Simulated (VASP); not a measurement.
A run of VASP 6.6.1:

File INCAR:

```
  ALGO = Normal
  EDIFF = 1E-6
  ENCUT = 520
  GGA = PE
  ISIF = 2
  ISMEAR = -1
  LASPH = True
  LCHARG = False
  LREAL = False
  LWAVE = False
  NBANDS = 10
  NELM = 60
  PREC = Accurate
  SIGMA = 0.1
```

The input KPOINTS:

```
k-points
0
Gamma
  10 10 10
```

File POSCAR:

```
K
1.0
   -2.2281036517      2.2281036517      2.2281036517
    2.2281036517     -2.2281036517      2.2281036517
    2.2281036517      2.2281036517     -2.2281036517
K
1
Direct
    0.0000000000      0.0000000000      0.0000000000
```

Potentials or basis: VASP PAW PBE potentials, release 64 (K_sv).

Run with:

```console
$ cat potpaw_PBE.64/K_sv/POTCAR > POTCAR
$ mpirun -np 1 vasp_std > vasp.out
```

Hardware: 1 thread of Intel(R) Xeon(R) Platinum 8259CL CPU @ 2.50GHz (Skylake/Cascade Lake), with other jobs on the host.

Question: Estimate the wall time of this run.

Answer: Run time: 14 s on 1 thread of Intel(R) Xeon(R) Platinum 8259CL CPU @ 2.50GHz (Skylake/Cascade Lake), on a shared host, peak memory 0.17 GiB. Counts: scf iterations 10, k points 47.
